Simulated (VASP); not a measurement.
# CdS (Greenockite) (P6_3mc) in VASP: a series of runs

The runs below take CdS (Greenockite) through single point, with PBEsol.

Everything below comes from runs of VASP 6.6.1. Logs are shortened: lines on timing, memory, paths and dates and some standing lists are left out, and cuts for length are marked.

**Measured values to compare with.**

“Isotope dependence of band-gap energy”, 2008, arxiv:0807.2152 quotes, for a bulk crystal of CdS: band gap 2.5809 ± 0.0002 eV.

How close the calculation comes is told below.

## Step 1: The cell of the first run

The structure is hexagonal, space group P6_3mc (No. 186). Conventional cell: a = 4.150 Å, b = 4.150 Å, c = 6.737 Å, α = 90.00°, β = 90.00°, γ = 120.00°. Within 3.3 Å of Cd (site symmetry 3m) lie 4 S at 2.53 to 2.54 Å. S (site symmetry 3m) has 4 Cd at 2.53 to 2.54 Å within 3.3 Å.

## Step 2: Single point, PBEsol

INCAR

```
ALGO     = Normal         # electronic algorithm
EDIFF    = 1E-7           # SCF threshold, eV
ENCUT    = 520            # plane-wave cutoff, eV
GGA      = PS             # functional
ISIF     = 2              # what is computed and relaxed
ISMEAR   = -1             # smearing method
LASPH    = T              # aspherical terms in the spheres
LCHARG   = T              # write CHGCAR
LELF     = T              # ELF
LREAL    = F              # projectors in reciprocal space
LVHAR    = T            
LWAVE    = F              # write WAVECAR
NBANDS   = 26             # bands
NELM     = 80             # most SCF steps
PREC     = Accurate       # precision mode
SIGMA    = 0.01           # smearing width, eV
```

KPOINTS

```
k-points
0
Gamma
  6 6 4
```

POSCAR

```
CdS
1.0
    4.1500000000      0.0000000000      0.0000000000
   -2.0750000000      3.5940054257      0.0000000000
    0.0000000000      0.0000000000      6.7370000000
Cd S
2 2
Direct
    0.3333330000      0.6666670000      0.0000000000
    0.6666670000      0.3333330000      0.5000000000
    0.3333330000      0.6666670000      0.3750000000
    0.6666670000      0.3333330000      0.8750000000
```

Potentials or basis: VASP PAW PBE potentials, release 64 (Cd, S).

On the command line:

```sh
$ cat potpaw_PBE.64/Cd/POTCAR potpaw_PBE.64/S/POTCAR > POTCAR
$ mpirun -np 1 vasp_std > vasp.out
```

OUTCAR:

```text
EDIFF = 1E-7
   ENCUT = 520
   GGA = PS
   ISIF = 2
   ISMEAR = -1
   LASPH = T
   LREAL = F
   NELM = 80
   PREC = Accurate

 ion  position               nearest neighbor table
   1  0.333  0.667  0.000-   3 2.53   4 2.54   4 2.54   4 2.54
   2  0.667  0.333  0.500-   4 2.53   3 2.54   3 2.54   3 2.54
   3  0.333  0.667  0.375-   1 2.53   2 2.54   2 2.54   2 2.54
   4  0.667  0.333  0.875-   2 2.53   1 2.54   1 2.54   1 2.54

  LATTYP: Found a hexagonal cell.
 ALAT       =     4.1500000000
 C/A-ratio  =     1.6233734940

  Lattice vectors:

 A1 = (   4.1500000000,   0.0000000000,   0.0000000000)
 A2 = (  -2.0750000000,   3.5940054257,   0.0000000000)
 A3 = (   0.0000000000,   0.0000000000,   6.7370000000)

Analysis of symmetry for initial positions (statically):
=====================================================================
 Subroutine PRICEL returns:
 Original cell was already a primitive cell.

 Routine SETGRP: Setting up the symmetry group for a
 hexagonal supercell.

 Subroutine GETGRP returns: Found 12 space group operations
 (whereof  6 operations were pure point group operations)
 out of a pool of 24 trial point group operations.

The static configuration has the point symmetry C_3v.
 The point group associated with its full space group is C_6v.

Analysis of symmetry for dynamics (positions and initial velocities):
=====================================================================
 Subroutine PRICEL returns:
 Original cell was already a primitive cell.

 Routine SETGRP: Setting up the symmetry group for a
 hexagonal supercell.

 Subroutine GETGRP returns: Found 12 space group operations
 (whereof  6 operations were pure point group operations)
 out of a pool of 24 trial point group operations.

The dynamic configuration has the point symmetry C_3v.
 The point group associated with its full space group is C_6v.

 Subroutine INISYM returns: Found 12 space group operations
 (whereof  6 operations are pure point group operations),
 and found     1 'primitive' translations

----------------------------------------------------------------------------------------

                                     Primitive cell

  volume of cell :     100.4832

  direct lattice vectors                    reciprocal lattice vectors
     4.150000000  0.000000000  0.000000000     0.240963855  0.139120547  0.000000000
[... 85 lines left out ...]
   NELM   =     80;   NELMIN=  2; NELMDL= -5     # of ELM steps
   EDIFF  = 0.1E-06   stopping-criterion for ELM
   LREAL  =      F    real-space projection
   EDIFFG = 0.1E-05   stopping-criterion for IOM
   NSW    =      0    number of steps for IOM
   IBRION =     -1    ionic relax: 0-MD 1-quasi-New 2-CG
   NFREE  =      0    steps in history (QN), initial steepest desc. (CG)
   ISIF   =      2    stress and relaxation
   ISYM   =      2    0-nonsym 1-usesym 2-fastsym
   POTIM  = 0.5000    time-step for ionic-motion
   TEBEG  =    0.0;   TEEND  =   0.0 temperature during run
   PSTRESS=    0.0 pullay stress
   NELECT =      36.0000    total number of electrons
   NUPDOWN=      -1.0000    fix difference up-down
   EMIN   =  10.00;   EMAX   =-10.00  energy-range for DOS
   EFERMI =   0.00;   METHOD = LEGACY
   ISMEAR =    -1;   SIGMA  =   0.01  broadening in eV -4-tet -1-fermi 0-gaus
   EFERMI_NEDOS =   21; number of points for ismear=-14 and -15
   IALGO  =     38    algorithm
   IMIX   =      4    mixing-type and parameters
     AMIX     =   0.40;   BMIX     =  1.00
     AMIX_MAG =   1.60;   BMIX_MAG =  1.00
  volume/ion in A,a.u.               =      25.12       169.52
  Fermi-wavevector in a.u.,A,eV,Ry     =   1.162727  2.197236 18.394190  1.351935
  Thomas-Fermi vector in A             =   2.299285
   LORBIT       =      0    0 simple, 1 ext, 2 COOP (PROOUT), +10 PAW based schemes
   GGA     = PS    functional components
   LHFCALC =     F    Hartree Fock is set to
   AEXX    =    0.0000 exact exchange contribution
   IVDW    =     0    specifies the selected vdW correction
   LEPSILON=     F    determine dielectric tensor
   LRPA    =     F    only Hartree local field effects (RPA)
 non-spin polarized calculation
  energy-cutoff  :      520.00
  volume of cell :      100.48
 maximum number of plane-waves:      2731
 NGX is ok and might be reduce to    32
   NGX = 15   NGY = 15   NGZ = 25

 number of electron      35.9999997 magnetization

 Free energy of the ion-electron system (eV)
  ---------------------------------------------------
  ext. energy  EPLUGINS =         0.00000000
  ---------------------------------------------------
  free energy    TOTEN  =       -13.62836673 eV

  energy without entropy =      -13.62836673  energy(sigma->0) =      -13.62836673

 E-fermi :   1.3411     XC(G=0):  -9.3110

 val. band max:        1.1043408797   @ k =   0.0000   0.0000   0.0000
 cond. band min:       2.1632884670   @ k =   0.0000   0.0000   0.0000
 fundamental gap:      1.0589475873
 Fermi energy:         1.3410807447

 k-point     1 :       0.0000    0.0000    0.0000
  band No.  band energies     occupation
      1     -11.2065      2.00000
      2     -10.7686      2.00000
      3      -6.5697      2.00000
      4      -6.5468      2.00000
      5      -6.5468      2.00000
      6      -6.4607      2.00000
[... 598 lines left out ...]
     25      10.3100      0.00000
     26      10.3100      0.00000

------------------------ aborting loop because EDIFF is reached ----------------------------------------

  FORCE on cell =-STRESS in cart. coord.  units (eV):
  Direction    XX          YY          ZZ          XY          YZ          ZX
  --------------------------------------------------------------------------------------
  -------------------------------------------------------------------------------------
  Total       -0.4988515     -0.4988515     -0.1354754      0.0000000      0.0000000      0.0000000
  in kB       -7.9540529     -7.9540529     -2.1601195      0.0000000      0.0000000      0.0000000
  external PRESSURE =      -6.0227418 kB  Pullay stress =       0.0000000 kB

 VOLUME and BASIS-vectors are now :
 -----------------------------------------------------------------------------
  energy-cutoff  :      520.00
  volume of cell :      100.48
      direct lattice vectors                 reciprocal lattice vectors
     4.150000000  0.000000000  0.000000000     0.240963855  0.139120547  0.000000000
    -2.075000000  3.594005426  0.000000000     0.000000000  0.278241094  0.000000000
     0.000000000  0.000000000  6.737000000     0.000000000  0.000000000  0.148434021

 POSITION                                       TOTAL-FORCE (eV/Angst)
 -----------------------------------------------------------------------------------
     -0.00000      2.39600      0.00000         0.000000      0.000000     -0.065993
      2.07500      1.19800      3.36850        -0.000000     -0.000000     -0.065993
     -0.00000      2.39600      2.52637         0.000000     -0.000000      0.065993
      2.07500      1.19800      5.89487        -0.000000     -0.000000      0.065993
 -----------------------------------------------------------------------------------
    total drift:                               -0.001485      0.000857     -0.000634

  FREE ENERGIE OF THE ION-ELECTRON SYSTEM (eV)
  ---------------------------------------------------
  free  energy   TOTEN  =       -13.6283667326 eV

  energy  without entropy=      -13.6283667326  energy(sigma->0) =      -13.62836673
```

OSZICAR:

```text
N       E                     dE             d eps       ncg     rms          rms(c)
DAV:   1     0.241817867188E+03    0.24182E+03   -0.17401E+04  1092   0.127E+03
DAV:   2    -0.136139322898E+01   -0.24318E+03   -0.23493E+03  1190   0.317E+02
DAV:   3    -0.144935564724E+02   -0.13132E+02   -0.13058E+02  1310   0.732E+01
DAV:   4    -0.146252651923E+02   -0.13171E+00   -0.13158E+00  1208   0.712E+00
DAV:   5    -0.146272636224E+02   -0.19984E-02   -0.19983E-02  1286   0.878E-01    0.107E+01
DAV:   6    -0.136584498026E+02    0.96881E+00   -0.18137E+00  1458   0.149E+01    0.848E+00
DAV:   7    -0.136360357539E+02    0.22414E-01   -0.63187E-01  1146   0.432E+00    0.378E+00
DAV:   8    -0.136298179816E+02    0.62178E-02   -0.84280E-02  1188   0.291E+00    0.484E-01
DAV:   9    -0.136282505914E+02    0.15674E-02   -0.14394E-02  1208   0.150E+00    0.140E-01
DAV:  10    -0.136282671283E+02   -0.16537E-04   -0.10825E-03  1196   0.344E-01    0.914E-02
DAV:  11    -0.136283157089E+02   -0.48581E-04   -0.13452E-04  1268   0.727E-02    0.728E-02
DAV:  12    -0.136283698349E+02   -0.54126E-04   -0.86891E-05  1120   0.474E-02    0.438E-02
DAV:  13    -0.136283659434E+02    0.38915E-05   -0.14222E-05  1318   0.358E-02    0.615E-03
DAV:  14    -0.136283666988E+02   -0.75544E-06   -0.12302E-06  1138   0.116E-02    0.176E-03
DAV:  15    -0.136283667326E+02   -0.33830E-07   -0.31998E-07  1042   0.286E-03
   1 F= -.13628367E+02 E0= -.13628367E+02  d E =-.360781E-12
```

stdout:

```text
POSCAR found type information on POSCAR CdS
 POSCAR found :  2 types and       4 ions
 scaLAPACK will be used
 -----------------------------------------------------------------------------
|                                                                             |
|                                                                             |
|     You enforced a specific xc type in the INCAR file but a different       |
|     I HOPE YOU KNOW WHAT YOU ARE DOING!                                     |
|                                                                             |
 -----------------------------------------------------------------------------

 LDA part: xc-table for (Slater+PW92), standard interpolation
 POSCAR, INCAR and KPOINTS ok, starting setup
 FFT: planning ... GRIDC
 FFT: planning ... GRID_SOFT
 FFT: planning ... GRID
 WAVECAR not read
 entering main loop
```

Run time: 80 s. Hardware: 1 thread of Intel Xeon Platinum 8488C (Sapphire Rapids), shared host; peak memory 0.23 GiB.

What came out:

* Free energy: -13.6284 eV
* Pressure: -0.6 GPa
* Largest force: 0.066 eV/Å
* Band gap on the k mesh: 1.06 eV, direct

Forces on the atoms (eV/Å):
```
Cd   0.000  0.000 -0.066
Cd   0.000  0.000 -0.066
S    0.000  0.000  0.066
S    0.000  0.000  0.066
```

Levels at points of the mesh, in eV from the valence-band top:
```tsv
k point	band 16	band 17	band 18	band 19	band 20	band 21
(0.00, 0.00, 0.00)	-0.04	0.00	0.00	1.06	2.67	6.37
(0.50, 0.00, 0.00)	-1.88	-1.32	-0.74	3.61	3.76	4.98
(0.00, 0.00, 0.50)	-0.40	-0.40	-0.40	2.73	2.73	6.07
(0.50, 0.00, 0.50)	-1.34	-1.34	-1.34	3.35	3.35	5.28
```

Caveat: the PAW data sets were made with another functional, which shifts forces and pressure a little.

## Step 3: Single point, PBEsol

INCAR

```
SYSTEM = CdS
ALGO = Normal
EDIFF = 1E-6
ENCUT = 520
GGA = PS
ISIF = 2
ISMEAR = -1
LASPH = .TRUE.
LCHARG = .FALSE.
LREAL = .FALSE.
LWAVE = .FALSE.
NBANDS = 26
NELM = 80
PREC = Accurate
SIGMA = 0.01
```

KPOINTS

```
k-points
0
G
  6 6 4
  0 0 0
```

POSCAR is that of step 2.

Potentials or basis: VASP PAW PBE potentials, release 64 (Cd, S).

On the command line:

```sh
$ cat potpaw_PBE.64/Cd/POTCAR potpaw_PBE.64/S/POTCAR > POTCAR
$ mpirun -np 1 vasp_std > vasp.out
```

OUTCAR:

```text
SYSTEM = CdS
   EDIFF = 1E-6
   ENCUT = 520
   GGA = PS
   ISIF = 2
   ISMEAR = -1
   LASPH = .TRUE.
   LREAL = .FALSE.
   NELM = 80
   PREC = Accurate

 ion  position               nearest neighbor table
   1  0.333  0.667  0.000-   3 2.53   4 2.54   4 2.54   4 2.54
   2  0.667  0.333  0.500-   4 2.53   3 2.54   3 2.54   3 2.54
   3  0.333  0.667  0.375-   1 2.53   2 2.54   2 2.54   2 2.54
   4  0.667  0.333  0.875-   2 2.53   1 2.54   1 2.54   1 2.54

  LATTYP: Found a hexagonal cell.
 ALAT       =     4.1500000000
 C/A-ratio  =     1.6233734940

[... 802 lines left out ...]
  --------------------------------------------------------------------------------------
  -------------------------------------------------------------------------------------
  Total       -0.4995994     -0.4995994     -0.1364513      0.0000000     -0.0000000     -0.0000000
  in kB       -7.9659790     -7.9659790     -2.1756788      0.0000000     -0.0000000     -0.0000000
  external PRESSURE =      -6.0358789 kB  Pullay stress =       0.0000000 kB

 VOLUME and BASIS-vectors are now :
 -----------------------------------------------------------------------------
  energy-cutoff  :      520.00
  volume of cell :      100.48
      direct lattice vectors                 reciprocal lattice vectors
     4.150000000  0.000000000  0.000000000     0.240963855  0.139120547  0.000000000
    -2.075000000  3.594005426  0.000000000     0.000000000  0.278241094  0.000000000
     0.000000000  0.000000000  6.737000000     0.000000000  0.000000000  0.148434021

 POSITION                                       TOTAL-FORCE (eV/Angst)
 -----------------------------------------------------------------------------------
     -0.00000      2.39600      0.00000        -0.000000      0.000000     -0.065993
      2.07500      1.19800      3.36850         0.000000      0.000000     -0.065993
     -0.00000      2.39600      2.52637        -0.000000      0.000000      0.065993
      2.07500      1.19800      5.89487         0.000000      0.000000      0.065993
 -----------------------------------------------------------------------------------
    total drift:                               -0.001485      0.000857     -0.000660

  FREE ENERGIE OF THE ION-ELECTRON SYSTEM (eV)
  ---------------------------------------------------
  free  energy   TOTEN  =       -13.6283666973 eV

  energy  without entropy=      -13.6283666973  energy(sigma->0) =      -13.62836670
```

stdout:

```text
POSCAR found type information on POSCAR CdS
 POSCAR found :  2 types and       4 ions
 scaLAPACK will be used
 -----------------------------------------------------------------------------
|                                                                             |
|                                                                             |
|     You enforced a specific xc type in the INCAR file but a different       |
|     I HOPE YOU KNOW WHAT YOU ARE DOING!                                     |
|                                                                             |
 -----------------------------------------------------------------------------

 LDA part: xc-table for (Slater+PW92), standard interpolation
 POSCAR, INCAR and KPOINTS ok, starting setup
 FFT: planning ... GRIDC
 FFT: planning ... GRID_SOFT
 FFT: planning ... GRID
 WAVECAR not read
 entering main loop
```

Run time: 75 s. Hardware: 1 thread of Intel Xeon Platinum 8488C (Sapphire Rapids), shared host; peak memory 0.23 GiB.

Results:

```
Free energy            : -13.6284 eV
Pressure               : -0.6 GPa
Largest force          : 0.066 eV/Å
Band gap on the k mesh : 1.06 eV, direct
```

Forces on the atoms (eV/Å):
```
Cd   0.000  0.000 -0.066
Cd   0.000  0.000 -0.066
S    0.000  0.000  0.066
S    0.000  0.000  0.066
```

Stress tensor (GPa, compression positive):
```
-0.80  0.00  0.00
 0.00 -0.80  0.00
 0.00  0.00 -0.22
```

Caveat: the PAW data sets were made with another functional, which shifts forces and pressure a little.

## Step 4: Against experiment

Step 2. A measured gap of CdS is 2.5809 eV (quoted in “Isotope dependence of band-gap energy”, 2008, arxiv:0807.2152); the calculated 1.06 eV misses it by -1.52 eV. So large a miss can be the level of theory's own, or it may mean another phase, state or a wrong row. Spin-orbit coupling on Cd is left out. The value is that of PBEsol, without temperature or zero-point motion. Semilocal functionals fall short of measured gaps as a rule.

Step 3. Measured gap of CdS: 2.5809 eV (quoted in “Isotope dependence of band-gap energy”, 2008, arxiv:0807.2152). This calculation gives 1.06 eV (-1.52 eV). So large a miss can be the level of theory's own, or it may mean another phase, state or a wrong row. Spin-orbit coupling on Cd is left out. The value is that of PBEsol, without temperature or zero-point motion. Semilocal functionals fall short of measured gaps as a rule.
